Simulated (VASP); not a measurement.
Wanted: the native input for a VASP 6.6.1 run.

| Quantity | Value |
| --- | --- |
| Task | single point |
| Functional | r2SCAN |
| Potentials or basis | VASP PAW PBE potentials, release 64 (Ga_d, N) |
| Cutoff | 520 eV |
| k mesh | 10 × 10 × 10 |
| Occupations | gaussian, width 0.05 eV |
| Spin | no spin polarisation |
| Dipole correction | no |
| Further INCAR settings | ALGO = Normal; EDIFF = 1e-06; NBANDS = 16 |

GaN:

```
Ga N
1.0
     0.00000    2.25350    2.43378
     2.25350    0.00000    2.43378
     2.25350    2.25350    0.00000
Ga N
1 1
Cartesian
  0.0000 0.0000 0.0000
  3.3803 3.3803 3.6507
```

This cell differs from its parent crystal: strain +0.000 along x and y, +0.080 along z.

One way to write it, as run:

POSCAR

```
GaN
1.0
    0.0000000000      2.2535006075      2.4337806561
    2.2535006075      0.0000000000      2.4337806561
    2.2535006075      2.2535006075      0.0000000000
Ga N
1 1
Direct
    0.0000000000      0.0000000000      0.0000000000
    0.7500000000      0.7500000000      0.7500000000
```

INCAR.step1

```
SYSTEM = GaN
ALGO = Normal ; EDIFF = 1E-4
ENCUT = 520 ; GGA = PE
ISMEAR = 0 ; LASPH = .TRUE.
LCHARG = .FALSE. ; LREAL = .FALSE.
LWAVE = .TRUE. ; NBANDS = 16
NELM = 100 ; PREC = Accurate
SIGMA = 0.05
```

INCAR.step2

```
SYSTEM = GaN
ALGO = Normal ; EDIFF = 1E-6
ENCUT = 520 ; ISIF = 2
ISMEAR = 0 ; ISTART = 1
LASPH = .TRUE. ; LCHARG = .FALSE.
LMIXTAU = .TRUE. ; LREAL = .FALSE.
LWAVE = .FALSE. ; METAGGA = R2SCAN
NBANDS = 16 ; NELM = 100
PREC = Accurate ; SIGMA = 0.05
```

KPOINTS

```
k-points
0
G
  10 10 10
  0 0 0
```

Potentials or basis: VASP PAW PBE potentials, release 64 (Ga_d, N).

Launch:

```sh
$ cat potpaw_PBE.64/Ga_d/POTCAR potpaw_PBE.64/N/POTCAR > POTCAR
$ cp INCAR.step1 INCAR
$ mpirun -np 1 vasp_std > vasp.out
$ cp INCAR.step2 INCAR
$ mpirun -np 1 vasp_std > vasp.out
```

Results of the run:

```
Pressure               : -13.2 GPa
Band gap on the k mesh : 1.45 eV, direct
```

Caveat: the cell differs from its parent crystal (strain +0.000 along x and y, +0.080 along z); the PAW data sets were made with another functional, which shifts forces and pressure a little.

It used 230 s of CPU time on 1 thread of AMD EPYC 7R13 Processor (Zen 3) (shared host).
